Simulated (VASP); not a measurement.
# NaH in VASP: further runs

The runs below take NaH through electric field gradients, with PBE.

All numbers are computed with VASP 6.6.1; they aren't measurements. Logs are shortened: lines on timing, memory, paths and dates and some standing lists are left out, and cuts for length are marked.

**1. The cell of the first run**

It takes space group I4/mmm (No. 139, tetragonal). Conventional cell: a = 3.502 Å, b = 3.502 Å, c = 4.880 Å, α = 90.00°, β = 90.00°, γ = 90.00°. Na (site symmetry 4/mmm) has 6 H at 2.44 to 2.48 Å within 3.2 Å. H (site symmetry 4/mmm) has 6 Na at 2.44 to 2.48 Å within 3.2 Å.

**2. Electric field gradients, PBE (x and y stretched by +1.5 %, z held)**

Contents of INCAR:

```
SYSTEM = NaH
PREC = Accurate ; ENCUT = 520
EDIFF = 1E-8 ; ISMEAR = -1
SIGMA = 0.03 ; LREAL = .FALSE.
LASPH = .TRUE. ; NELM = 100
ALGO = Normal ; ISIF = 2
LWAVE = .FALSE. ; LCHARG = .FALSE.
GGA = PE ; LEFG = .TRUE.
NBANDS = 11
```

Contents of KPOINTS:

```
Automatic mesh
0
G
  9 9 9
  0 0 0
```

Contents of POSCAR:

```
NaH
1.0
    0.0000000000      2.4766000000      2.4400000000
    2.4766000000      0.0000000000      2.4400000000
    2.4766000000      2.4766000000      0.0000000000
Na H
1 1
Direct
    0.0000000000      0.0000000000      0.0000000000
    0.5000000000      0.5000000000      0.5000000000
```

Potentials or basis: VASP PAW PBE potentials, release 64 (Na_pv, H).

Started as:

```console
cat potpaw_PBE.64/Na_pv/POTCAR potpaw_PBE.64/H/POTCAR > POTCAR
mpirun -np 1 vasp_std > vasp.out
```

OUTCAR:

```text
SYSTEM = NaH
   PREC = Accurate
   ENCUT = 520
   EDIFF = 1E-8
   ISMEAR = -1
   LREAL = .FALSE.
   LASPH = .TRUE.
   NELM = 100
   ISIF = 2
   GGA = PE

 ion  position               nearest neighbor table
   1  0.000  0.000  0.000-
   2  0.500  0.500  0.500-

  LATTYP: Found a body centered tetragonal cell.
 ALAT       =     3.5024413086
 C/A-ratio  =     1.3933138546

  Lattice vectors:

 A1 = (   0.0000000000,  -2.4766000000,  -2.4400000000)
 A2 = (   0.0000000000,   2.4766000000,  -2.4400000000)
 A3 = (   2.4766000000,   0.0000000000,   2.4400000000)

Analysis of symmetry for initial positions (statically):
=====================================================================
 Subroutine PRICEL returns:
 Original cell was already a primitive cell.

 Routine SETGRP: Setting up the symmetry group for a
 body centered tetragonal supercell.

 Subroutine GETGRP returns: Found 16 space group operations
 (whereof 16 operations were pure point group operations)
 out of a pool of 16 trial point group operations.

The static configuration has the point symmetry D_4h.

Analysis of symmetry for dynamics (positions and initial velocities):
=====================================================================
 Subroutine PRICEL returns:
 Original cell was already a primitive cell.

 Routine SETGRP: Setting up the symmetry group for a
 body centered tetragonal supercell.

 Subroutine GETGRP returns: Found 16 space group operations
 (whereof 16 operations were pure point group operations)
 out of a pool of 16 trial point group operations.

The dynamic configuration has the point symmetry D_4h.

 Subroutine INISYM returns: Found 16 space group operations
 (whereof 16 operations are pure point group operations),
 and found     1 'primitive' translations

----------------------------------------------------------------------------------------

                                     Primitive cell

  volume of cell :      29.9317

  direct lattice vectors                    reciprocal lattice vectors
     0.000000000  2.476600000  2.440000000    -0.201889687  0.201889687  0.204918033
     2.476600000  0.000000000  2.440000000     0.201889687 -0.201889687  0.204918033
     2.476600000  2.476600000  0.000000000     0.201889687  0.201889687 -0.204918033

  length of vectors
     3.476657527  3.476657527  3.502441309     0.351440311  0.351440311  0.351440311

  position of ions in fractional coordinates (direct lattice)
     0.000000000  0.000000000  0.000000000
     0.500000000  0.500000000  0.500000000

  ion indices of the primitive-cell ions
   primitive index   ion index
                 1           1
                 2           2

----------------------------------------------------------------------------------------

 KPOINTS: Automatic mesh

Automatic generation of k-mesh.
 Grid dimensions read from file:
 generate k-points for:    9    9    9

 Generating k-lattice:

  Cartesian coordinates                     Fractional coordinates (reciprocal lattice)
    -0.022432187  0.022432187  0.022768670     0.111111111 -0.000000000  0.000000000
     0.022432187 -0.022432187  0.022768670    -0.000000000  0.111111111  0.000000000
     0.022432187  0.022432187 -0.022768670     0.000000000  0.000000000  0.111111111

  Length of vectors
     0.039048923  0.039048923  0.039048923

  Shift w.r.t. Gamma in fractional coordinates (k-lattice)
     0.000000000  0.000000000  0.000000000

 Subroutine IBZKPT returns following result:
 ===========================================

 Found     75 irreducible k-points:

 Following reciprocal coordinates:
            Coordinates               Weight
  0.000000  0.000000  0.000000      1.000000
  0.111111 -0.000000  0.000000      8.000000
  0.222222 -0.000000  0.000000      8.000000
  0.333333 -0.000000  0.000000      8.000000
  0.444444 -0.000000  0.000000      8.000000
  0.111111  0.111111  0.000000      2.000000
[... 16 lines left out ...]
 -0.333333  0.333333  0.000000      4.000000
  0.444444  0.444444  0.000000      2.000000
 [... further k-points ...]
   k-points           NKPTS =     75   k-points in BZ     NKDIM =     75   number of bands    NBANDS=     11
   number of dos      NEDOS =    301   number of ions     NIONS =      2
   total plane-waves  NPLWV =  21952
   dimension x,y,z NGX =    28 NGY =   28 NGZ =   28
   dimension x,y,z NGXF=    56 NGYF=   56 NGZF=   56
   ions per type =               1   1
   NGX,Y,Z   is equivalent  to a cutoff of  13.39, 13.39, 13.29 a.u.
   NGXF,Y,Z  is equivalent  to a cutoff of  26.78, 26.78, 26.58 a.u.
 SYSTEM =  NaH
   PREC   = accura    normal or accurate (medium, high low for compatibility)
   ISTART =      0    job   : 0-new  1-cont  2-samecut
   ICHARG =      2    charge: 1-file 2-atom 10-const
   ISPIN  =      1    spin polarized calculation?
   LNONCOLLINEAR =      F non collinear calculations
   LSORBIT =      F    spin-orbit coupling
   LASPH  =      T    aspherical Exc in radial PAW
   ENCUT  =  520.0 eV  38.22 Ry    6.18 a.u.   6.46  6.46  6.51*2*pi/ulx,y,z
   NELM   =    100;   NELMIN=  2; NELMDL= -5     # of ELM steps
   EDIFF  = 0.1E-07   stopping-criterion for ELM
   LREAL  =      F    real-space projection
   EDIFFG = 0.1E-06   stopping-criterion for IOM
   NSW    =      0    number of steps for IOM
   IBRION =     -1    ionic relax: 0-MD 1-quasi-New 2-CG
   NFREE  =      0    steps in history (QN), initial steepest desc. (CG)
   ISIF   =      2    stress and relaxation
   ISYM   =      2    0-nonsym 1-usesym 2-fastsym
   POTIM  = 0.5000    time-step for ionic-motion
   TEBEG  =    0.0;   TEEND  =   0.0 temperature during run
   PSTRESS=    0.0 pullay stress
   NELECT =       8.0000    total number of electrons
   NUPDOWN=      -1.0000    fix difference up-down
   EMIN   =  10.00;   EMAX   =-10.00  energy-range for DOS
   EFERMI =   0.00;   METHOD = LEGACY
   ISMEAR =    -1;   SIGMA  =   0.03  broadening in eV -4-tet -1-fermi 0-gaus
   EFERMI_NEDOS =   21; number of points for ismear=-14 and -15
   IALGO  =     38    algorithm
   IMIX   =      4    mixing-type and parameters
     AMIX     =   0.40;   BMIX     =  1.00
     AMIX_MAG =   1.60;   BMIX_MAG =  1.00
  volume/ion in A,a.u.               =      14.97       100.99
  Fermi-wavevector in a.u.,A,eV,Ry     =   1.054535  1.992782 15.130276  1.112044
  Thomas-Fermi vector in A             =   2.189699
   LORBIT       =      0    0 simple, 1 ext, 2 COOP (PROOUT), +10 PAW based schemes
   GGA     = PE    functional components
   LHFCALC =     F    Hartree Fock is set to
   AEXX    =    0.0000 exact exchange contribution
   IVDW    =     0    specifies the selected vdW correction
   LEPSILON=     F    determine dielectric tensor
   LRPA    =     F    only Hartree local field effects (RPA)
 non-spin polarized calculation
  energy-cutoff  :      520.00
  volume of cell :       29.93
 maximum number of plane-waves:       845
 NGX is ok and might be reduce to    28
   NGX = 13   NGY = 13   NGZ = 13

 number of electron       8.0000006 magnetization

 Free energy of the ion-electron system (eV)
  ---------------------------------------------------
  ext. energy  EPLUGINS =         0.00000000
  ---------------------------------------------------
  free energy    TOTEN  =        -5.08067224 eV

  energy without entropy =       -5.08067224  energy(sigma->0) =       -5.08067224

 E-fermi :  -0.5742     XC(G=0):  -7.5740

 val. band max:       -1.3321408510   @ k =  -0.3333   0.4444   0.1111
 cond. band min:       2.5969794688   @ k =  -0.4444   0.0000   0.1111
 fundamental gap:      3.9291203198
 Fermi energy:        -0.5742439965

 k-point     1 :       0.0000    0.0000    0.0000
  band No.  band energies     occupation
      1     -23.5050      2.00000
      2     -23.5050      2.00000
      3     -23.4999      2.00000
      4      -4.7481      2.00000
      5       8.6120      0.00000
      6      13.8511      0.00000
      7      13.8511      0.00000
      8      13.9242      0.00000
      9      14.5909      0.00000
     10      14.5909      0.00000
     11      14.5962      0.00000

 k-point     2 :       0.1111   -0.0000    0.0000
  band No.  band energies     occupation
      1     -23.5128      2.00000
      2     -23.5062      2.00000
      3     -23.5021      2.00000
      4      -4.5456      2.00000
      5       7.9768      0.00000
      6      11.5604      0.00000
      7      13.1099      0.00000
      8      13.1919      0.00000
      9      15.4930      0.00000
     10      15.5008      0.00000
     11      15.5967      0.00000

 k-point     3 :       0.2222   -0.0000    0.0000
  band No.  band energies     occupation
      1     -23.5351      2.00000
      2     -23.5092      2.00000
      3     -23.5050      2.00000
      4      -3.9625      2.00000
      5       6.1904      0.00000
      6      10.0521      0.00000
      7      12.3678      0.00000
      8      12.5002      0.00000
      9      15.6295      0.00000
     10      15.8713      0.00000
     11      16.6232      0.00000

 k-point     4 :       0.3333   -0.0000    0.0000
  band No.  band energies     occupation
      1     -23.5606      2.00000
      2     -23.5127      2.00000
      3     -23.5080      2.00000
      4      -3.0961      2.00000
      5       4.1070      0.00000
      6       9.3853      0.00000
      7      11.8849      0.00000
      8      12.0626      0.00000
      9      14.8544      0.00000
     10      15.1315      0.00000
     11      17.0720      0.00000
[... 239 lines left out ...]
 k-point    22 :      -0.4444    0.3333    0.0000
  band No.  band energies     occupation
      1     -23.5606      2.00000
      2     -23.5415      2.00000
      3     -23.5271      2.00000
      4      -1.4826      2.00000
      5       3.7945      0.00000
      6       5.4559      0.00000
      7       9.4213      0.00000
      8       9.9650      0.00000
      9      14.1441      0.00000
     10      19.4335      0.00000
     11      19.8988      0.00000

 k-point    23 :      -0.3333    0.3333    0.0000
  band No.  band energies     occupation
      1     -23.5547      2.00000
      2     -23.5484      2.00000
      3     -23.5230      2.00000
      4      -1.5444      2.00000
      5       4.2161      0.00000
      6       4.5326      0.00000
      7       9.9348      0.00000
      8      10.4907      0.00000
      9      16.2906      0.00000
     10      19.2088      0.00000
     11      19.5074      0.00000

 k-point    24 :       0.4444    0.4444    0.0000
  band No.  band energies     occupation
      1     -23.5666      2.00000
      2     -23.5316      2.00000
      3     -23.5316      2.00000
      4      -1.5847      2.00000
      5       3.5390      0.00000
      6       8.5041      0.00000
      7       8.9641      0.00000
      8       8.9641      0.00000
      9      10.0053      0.00000
     10      21.2127      0.00000
     11      22.9633      0.00000

 [... further k-points ...]
[... 5 lines left out ...]
  --------------------------------------------------------------------------------------
  -------------------------------------------------------------------------------------
  Total       -0.2590135     -0.2590135     -0.1931346      0.0000000      0.0000000     -0.0000000
  in kB      -13.8644104    -13.8644104    -10.3380625      0.0000000      0.0000000     -0.0000000
  external PRESSURE =     -12.6889611 kB  Pullay stress =       0.0000000 kB

 VOLUME and BASIS-vectors are now :
 -----------------------------------------------------------------------------
  energy-cutoff  :      520.00
  volume of cell :       29.93
      direct lattice vectors                 reciprocal lattice vectors
     0.000000000  2.476600000  2.440000000    -0.201889687  0.201889687  0.204918033
     2.476600000  0.000000000  2.440000000     0.201889687 -0.201889687  0.204918033
     2.476600000  2.476600000  0.000000000     0.201889687  0.201889687 -0.204918033

 POSITION                                       TOTAL-FORCE (eV/Angst)
 -----------------------------------------------------------------------------------
      0.00000      0.00000      0.00000         0.000000     -0.000000      0.000000
      2.47660      2.47660      2.44000         0.000000      0.000000      0.000000
 -----------------------------------------------------------------------------------
    total drift:                               -0.000000     -0.000000     -0.000000

  FREE ENERGIE OF THE ION-ELECTRON SYSTEM (eV)
  ---------------------------------------------------
  free  energy   TOTEN  =        -5.0806722364 eV

  energy  without entropy=       -5.0806722364  energy(sigma->0) =       -5.08067224

 Electric field gradients (V/A^2)
---------------------------------------------------------------------
 ion       V_xx      V_yy      V_zz      V_xy      V_xz      V_yz
---------------------------------------------------------------------
   1       0.690     0.690    -1.380     0.002     0.002     0.002
   2      -0.070    -0.070     0.140     0.001     0.001     0.001
---------------------------------------------------------------------

 Electric field gradients after diagonalization (V/A^2)
 (convention: |V_zz| > |V_xx| > |V_yy|)
----------------------------------------------------------------------
 ion       V_xx      V_yy      V_zz     asymmetry (V_yy - V_xx)/ V_zz
----------------------------------------------------------------------
   1       0.692     0.688    -1.380       0.003
   2      -0.071    -0.069     0.140       0.010
----------------------------------------------------------------------

           NMR quadrupolar parameters

 Cq : quadrupolar parameter    Cq=e*Q*V_zz/h
 eta: asymmetry parameters     (V_yy - V_xx)/ V_zz
 Q  : nuclear electric quadrupole moment in mb (millibarn)
----------------------------------------------------------------------
 ion       Cq(MHz)       eta       Q (mb)
----------------------------------------------------------------------
   1      -0.003       0.003       1.000
   2       0.000       0.010       1.000
----------------------------------------------------------------------
```

It took 13 s on 1 thread of Intel Xeon 6975P-C (Granite Rapids), shared host; peak memory 0.16 GiB.

Results:

- Free energy: -5.0807 eV
- Pressure: -1.3 GPa
- Band gap on the k mesh: 3.93 eV, indirect (least direct gap 4.63 eV)

Electric field gradients, principal values (V/Å²):
| atom | least | middle | greatest (by size) |
| --- | --- | --- | --- |
| 1 Na | 0.688 | 0.692 | -1.380 |
| 2 H | -0.069 | -0.071 | 0.140 |

Caveat: the cell differs from its parent crystal (x and y stretched by +1.5 %, z held); without QUAD_EFG the Cq values of the log hold for a quadrupole moment of 1 mb, not for the nuclei.

[end of part 1 of 2]
